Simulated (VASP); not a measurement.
C: single point with r2SCAN

Crystal: C.

```
C
1.0
     1.19733    0.69128    3.43069
    -1.19733    0.69128    3.43069
     0.00000   -1.38255    3.43069
C
2
Direct
  0.16400 0.16400 0.16400
  0.83600 0.83600 0.83600
```

This cell differs from its parent crystal: strain -0.025 along x and y, +0.025 along z.

```yaml
Program: VASP 6.6.1
Task: single point
Functional: r2SCAN
Potentials_or_basis: VASP PAW PBE potentials, release 64 (C)
Cutoff: 520 eV
k_mesh: 12 × 12 × 12
Occupations: gaussian, width 0.05 eV
Spin: no spin polarisation
```

```yaml
Pressure: 24.2 GPa
Largest_force: 0.914 eV/Å
```

Forces on the atoms (eV/Å):
```
C    0.000  0.000  0.914
C    0.000  0.000 -0.914
```

Stress tensor (GPa, compression positive):
```
36.41  0.00  0.00
 0.00 36.41  0.00
 0.00  0.00 -0.32
```

It took 100 s on 1 thread of Intel(R) Xeon(R) 6975P-C (Granite Rapids), with other jobs on the host, peak memory 0.17 GiB.

Caveat: the cell differs from its parent crystal (strain -0.025 along x and y, +0.025 along z); the stress differs along the axes, from -0 to 36 GPa; the PAW data sets were made with another functional, which shifts forces and pressure a little.
